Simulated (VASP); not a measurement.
# GaN (I-4m2) in VASP: a series of runs

Runs on GaN. Level: PBEsol. Tasks: single point.

Program: VASP 6.6.1. These are calculated values, not measurements. Logs are shortened: lines on timing, memory, paths and dates and some standing lists are left out, and cuts for length are marked.

## 1. The cell of the first run

It takes space group I-4m2 (No. 119, tetragonal). The conventional cell has a = 3.244 Å, b = 3.244 Å, c = 4.397 Å, α = 90.00°, β = 90.00°, γ = 90.00°. Within 2.6 Å of Ga (site symmetry -4m2) lie 4 N at 1.96 Å. Within 2.6 Å of N (site symmetry -4m2) lie 4 Ga at 1.96 Å.

## 2. Single point, PBEsol (in-plane strain +0.02, then relaxed in part)

File INCAR:

```
PREC     = Accurate       # precision mode
ENCUT    = 520            # plane-wave cutoff, eV
EDIFF    = 1E-6           # SCF threshold, eV
ISMEAR   = 0              # smearing method
SIGMA    = 0.01           # smearing width, eV
LREAL    = False          # projectors in reciprocal space
LASPH    = True           # aspherical terms in the spheres
NELM     = 80             # most SCF steps
ALGO     = Normal         # electronic algorithm
ISIF     = 2              # what is computed and relaxed
LWAVE    = False          # write WAVECAR
LCHARG   = False          # write CHGCAR
GGA      = PS             # functional
NBANDS   = 16             # bands
```

File KPOINTS:

```
Automatic mesh
0
Gamma
  10 10 10
```

File POSCAR:

```
GaN
1.0
    2.2941200172      2.2941200172      0.0000000000
   -2.2941200172      2.2941200172      0.0000000000
    0.0000000000      2.2941200172      2.1986328681
Ga N
1 1
Direct
    0.0000000000      0.0000000000      0.0000000000
    0.2500000000      0.7500000000      0.5000000000
```

Potentials or basis: VASP PAW PBE potentials, release 64 (Ga_d, N).

On the command line:

```bash
> cat potpaw_PBE.64/Ga_d/POTCAR potpaw_PBE.64/N/POTCAR > POTCAR
> mpirun -np 1 vasp_std > vasp.out
```

OUTCAR:

```text
PREC = Accurate
   ENCUT = 520
   EDIFF = 1E-6
   ISMEAR = 0
   LREAL = False
   LASPH = True
   NELM = 80
   ISIF = 2
   GGA = PS

 ion  position               nearest neighbor table
   1  0.000  0.000  0.000-   2 1.96   2 1.96   2 1.96   2 1.96
   2  0.250  0.750  0.500-   1 1.96   1 1.96   1 1.96   1 1.96

  LATTYP: Found a body centered tetragonal cell.
 ALAT       =     3.2443756420
 C/A-ratio  =     1.3553503729

  Lattice vectors:

 A1 = (   2.2941200172,   0.0000000000,  -2.1986328681)
 A2 = (  -2.2941200172,   0.0000000000,  -2.1986328681)
 A3 = (   0.0000000000,   2.2941200172,   2.1986328681)

Analysis of symmetry for initial positions (statically):
=====================================================================
 Subroutine PRICEL returns:
 Original cell was already a primitive cell.

 Routine SETGRP: Setting up the symmetry group for a
 body centered tetragonal supercell.

 Subroutine GETGRP returns: Found  8 space group operations
 (whereof  8 operations were pure point group operations)
 out of a pool of 16 trial point group operations.

The static configuration has the point symmetry D_2d.

Analysis of symmetry for dynamics (positions and initial velocities):
=====================================================================
 Subroutine PRICEL returns:
 Original cell was already a primitive cell.

 Routine SETGRP: Setting up the symmetry group for a
 body centered tetragonal supercell.

 Subroutine GETGRP returns: Found  8 space group operations
 (whereof  8 operations were pure point group operations)
 out of a pool of 16 trial point group operations.

The dynamic configuration has the point symmetry D_2d.

 Subroutine INISYM returns: Found  8 space group operations
 (whereof  8 operations are pure point group operations),
 and found     1 'primitive' translations

----------------------------------------------------------------------------------------

                                     Primitive cell

  volume of cell :      23.1428

  direct lattice vectors                    reciprocal lattice vectors
     2.294120017  2.294120017  0.000000000     0.217948493  0.217948493 -0.227414048
    -2.294120017  2.294120017  0.000000000    -0.217948493  0.217948493 -0.227414048
     0.000000000  2.294120017  2.198632868     0.000000000  0.000000000  0.454828095

  length of vectors
     3.244375642  3.244375642  3.177573468     0.383040781  0.383040781  0.454828095

  position of ions in fractional coordinates (direct lattice)
[... 74 lines left out ...]
   LNONCOLLINEAR =      F non collinear calculations
   LSORBIT =      F    spin-orbit coupling
   LASPH  =      T    aspherical Exc in radial PAW
   ENCUT  =  520.0 eV  38.22 Ry    6.18 a.u.   6.03  6.03  5.91*2*pi/ulx,y,z
   NELM   =     80;   NELMIN=  2; NELMDL= -5     # of ELM steps
   EDIFF  = 0.1E-05   stopping-criterion for ELM
   LREAL  =      F    real-space projection
   EDIFFG = 0.1E-04   stopping-criterion for IOM
   NSW    =      0    number of steps for IOM
   IBRION =     -1    ionic relax: 0-MD 1-quasi-New 2-CG
   NFREE  =      0    steps in history (QN), initial steepest desc. (CG)
   ISIF   =      2    stress and relaxation
   ISYM   =      2    0-nonsym 1-usesym 2-fastsym
   POTIM  = 0.5000    time-step for ionic-motion
   TEBEG  =    0.0;   TEEND  =   0.0 temperature during run
   PSTRESS=    0.0 pullay stress
   NELECT =      18.0000    total number of electrons
   NUPDOWN=      -1.0000    fix difference up-down
   EMIN   =  10.00;   EMAX   =-10.00  energy-range for DOS
   EFERMI =   0.00;   METHOD = LEGACY
   ISMEAR =     0;   SIGMA  =   0.01  broadening in eV -4-tet -1-fermi 0-gaus
   EFERMI_NEDOS =   21; number of points for ismear=-14 and -15
   IALGO  =     38    algorithm
   IMIX   =      4    mixing-type and parameters
     AMIX     =   0.40;   BMIX     =  1.00
     AMIX_MAG =   1.60;   BMIX_MAG =  1.00
  volume/ion in A,a.u.               =      11.57        78.09
  Fermi-wavevector in a.u.,A,eV,Ry     =   1.505546  2.845069 30.839897  2.266669
  Thomas-Fermi vector in A             =   2.616380
   LORBIT       =      0    0 simple, 1 ext, 2 COOP (PROOUT), +10 PAW based schemes
   GGA     = PS    functional components
   LHFCALC =     F    Hartree Fock is set to
   AEXX    =    0.0000 exact exchange contribution
   IVDW    =     0    specifies the selected vdW correction
   LEPSILON=     F    determine dielectric tensor
   LRPA    =     F    only Hartree local field effects (RPA)
 non-spin polarized calculation
 Gauss-broadening in eV      SIGMA  =   0.01
  energy-cutoff  :      520.00
  volume of cell :       23.14
 maximum number of plane-waves:       636
   NGX = 13   NGY = 13   NGZ = 11

 number of electron      17.9999997 magnetization

 Free energy of the ion-electron system (eV)
  ---------------------------------------------------
  ext. energy  EPLUGINS =         0.00000000
  ---------------------------------------------------
  free energy    TOTEN  =       -13.10818033 eV

  energy without entropy =      -13.10818033  energy(sigma->0) =      -13.10818033

 E-fermi :   5.2150     XC(G=0): -11.8444

 val. band max:        5.1509980538   @ k =   0.0000   0.0000   0.0000
 cond. band min:       6.6365153424   @ k =   0.0000   0.0000   0.0000
 fundamental gap:      1.4855172886
 Fermi energy:         5.2150055331

 k-point     1 :       0.0000    0.0000    0.0000
  band No.  band energies     occupation
      1     -10.8042      2.00000
      2      -8.3804      2.00000
      3      -8.3804      2.00000
      4      -8.3377      2.00000
      5      -8.0557      2.00000
      6      -8.0531      2.00000
[... 433 lines left out ...]
      3      -8.1438      2.00000
      4      -8.1025      2.00000
      5      -8.0267      2.00000
      6      -6.3181      2.00000
[... 8 lines left out ...]
     15      24.5572      0.00000
     16      27.3560      0.00000

 [... further k-points ...]
[... 5 lines left out ...]
  --------------------------------------------------------------------------------------
  -------------------------------------------------------------------------------------
  Total       -0.7236666     -0.7236666     -0.0236499      0.0000000      0.0000000      0.0000000
  in kB      -50.0995855    -50.0995855     -1.6372887      0.0000000      0.0000000      0.0000000
  external PRESSURE =     -33.9454865 kB  Pullay stress =       0.0000000 kB

 VOLUME and BASIS-vectors are now :
 -----------------------------------------------------------------------------
  energy-cutoff  :      520.00
  volume of cell :       23.14
      direct lattice vectors                 reciprocal lattice vectors
     2.294120017  2.294120017  0.000000000     0.217948493  0.217948493 -0.227414048
    -2.294120017  2.294120017  0.000000000    -0.217948493  0.217948493 -0.227414048
     0.000000000  2.294120017  2.198632868     0.000000000  0.000000000  0.454828095

 POSITION                                       TOTAL-FORCE (eV/Angst)
 -----------------------------------------------------------------------------------
      0.00000      0.00000      0.00000         0.000000     -0.000000      0.000000
     -1.14706      3.44118      1.09932        -0.000000      0.000000      0.000000
 -----------------------------------------------------------------------------------
    total drift:                                0.000002      0.000000     -0.000000

  FREE ENERGIE OF THE ION-ELECTRON SYSTEM (eV)
  ---------------------------------------------------
  free  energy   TOTEN  =       -13.1081803256 eV

  energy  without entropy=      -13.1081803256  energy(sigma->0) =      -13.10818033
```

Wall time 53 s (1 thread of AMD EPYC 7R13, shared host); peak memory 0.13 GiB.

What came out:

```yaml
Free_energy: -13.1082 eV
Pressure: -3.4 GPa
Band_gap_on_the_k_mesh: 1.49 eV, direct
```

Levels at points of the mesh, in eV from the valence-band top:
| k point | band 6 | band 7 | band 8 | band 9 | band 10 | band 11 | band 12 | band 13 |
| --- | --- | --- | --- | --- | --- | --- | --- | --- |
| (0.00, 0.00, 0.00) | -13.20 | -0.18 | -0.18 | 0.00 | 1.49 | 9.95 | 10.06 | 10.06 |
| (0.50, 0.00, 0.00) | -11.95 | -7.16 | -1.24 | -0.93 | 4.32 | 8.46 | 9.78 | 10.46 |
| (0.50, 0.50, 0.00) | -11.60 | -6.40 | -2.71 | -2.69 | 3.20 | 6.61 | 11.17 | 13.23 |
| (0.00, 0.00, 0.50) | -11.37 | -5.94 | -3.02 | -3.02 | 2.94 | 5.92 | 11.77 | 13.49 |

Caveat: the cell differs from its parent crystal (in-plane strain +0.02, then relaxed in part); the PAW data sets were made with another functional, which shifts forces and pressure a little.

## 3. Single point, PBEsol, non-collinear spin, zero start, spin-orbit coupling (film at in-plane strain +0.02)

File INCAR:

```
SYSTEM = GaN
  PREC = Accurate
  ENCUT = 520
  EDIFF = 1E-6
  ISMEAR = 0
  SIGMA = 0.01
  LREAL = .FALSE.
  LASPH = .TRUE.
  NELM = 150
  ALGO = Normal
  ISIF = 2
  LWAVE = .FALSE.
  LCHARG = .FALSE.
  MAGMOM = 0 0 0 0 0 0
  LORBIT = 11
  LSORBIT = .TRUE.
  GGA_COMPAT = .FALSE.
  LORBMOM = .TRUE.
  GGA = PS
  NBANDS = 30
```

File KPOINTS:

```
Automatic mesh
0
G
  10 10 10
  0 0 0
```

POSCAR is that of step 2.

Potentials or basis: VASP PAW PBE potentials, release 64 (Ga_d, N).

On the command line:

```bash
> cat potpaw_PBE.64/Ga_d/POTCAR potpaw_PBE.64/N/POTCAR > POTCAR
> mpirun -np 1 vasp_ncl > vasp.out
```

It took 3.9 min on 1 thread of Intel Xeon Platinum 8488C (Sapphire Rapids), shared host; peak memory 0.31 GiB.

It converged, with:

```
Free energy                                           : -13.1136 eV
Pressure                                              : -3.6 GPa
Net moment                                            : 0.00 μB per cell
Valence electrons inside the program's atomic spheres : Ga 11.85; N 3.71
```

Stress tensor (GPa, compression positive):
```
-5.25  0.00  0.00
 0.00 -5.25  0.00
 0.00  0.00 -0.40
```

Moments on the atoms (μB; x, y, z):
```
Ga  0.00 0.00 0.00
N   0.00 0.00 0.00
```

Caveat: the cell differs from its parent crystal (film at in-plane strain +0.02); the PAW data sets were made with another functional, which shifts forces and pressure a little.
